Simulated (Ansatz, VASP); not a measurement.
**One calculation of Ta4N, two programs**

```xyz
5
Lattice="4.4073 0.0000 0.0000 0.0000 4.4073 0.0000 0.0000 0.0000 4.4073" Properties=species:S:1:pos:R:3 pbc="T T T"
Ta    1.1383    3.2689    3.2689
Ta    3.2689    1.1383    3.2689
Ta    3.2689    3.2689    1.1383
Ta    1.1383    1.1383    1.1383
N     0.0000    0.0000    0.0000
```

Change from the starting cell: species swapped into the SnI4 type (P-43m, No. 215).

Alike in both runs: functional PBE; k mesh 4 × 4 × 4; occupations gaussian, width 0.1 eV; no spin polarisation.

Ansatz relaxed the structure, and its values are those at the end. VASP's run is a single point on that final structure, the one shown.

|  | VASP | Ansatz |
| --- | --- | --- |
| version | VASP 6.6.1 | Ansatz 0.2.0 |
| potentials or method | VASP PAW PBE potentials, release 64 (Ta_pv, N), cutoff 520 eV | scalar-relativistic, plane waves, PAW |
| valence electrons in the cell | 49 | 57 |

Ansatz gave:

* gap on the k mesh at the Fermi level (eV): none
* pressure (GPa): -0.2
* rms of the force components (eV/Å): 0.027

Problem. Estimate VASP's values.

Solution. gap on the k mesh at the Fermi level (eV): none; pressure (GPa): 0.1; rms of the force components (eV/Å): 0.007.

A gap of «none» marks a metal or a gap that the smearing closes. VASP's potentials hold 49 valence electrons a cell and Ansatz's 57, so a difference there can come from the potentials and not from the codes.

Neither program's run includes spin-orbit coupling.
